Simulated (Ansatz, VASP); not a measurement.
## CaO: VASP beside Ansatz

```
Ca O
1.0
     0.00000    2.45700    2.45700
     2.45700    0.00000    2.45700
     2.45700    2.45700    0.00000
Ca O
1 1
Direct
  0.00000 0.00000 0.00000
  0.50000 0.50000 0.50000
```

Alike in both runs: task single point; functional PBE; k mesh 8 × 8 × 8; occupations fermi-dirac, width 0.01 eV; no spin polarisation.

|  | VASP | Ansatz |
| --- | --- | --- |
| version | VASP 6.6.1 | Ansatz 0.2.0 |
| potentials or method | VASP PAW PBE potentials, release 64 (Ca_sv, O), cutoff 600 eV | PAW, plane waves, scalar-relativistic |
| valence electrons in the cell | 16 | 16 |

|  | VASP | Ansatz | Ansatz less VASP |
| --- | --- | --- | --- |
| pressure (GPa) | -4.5 | -4.8 | -0.33 |
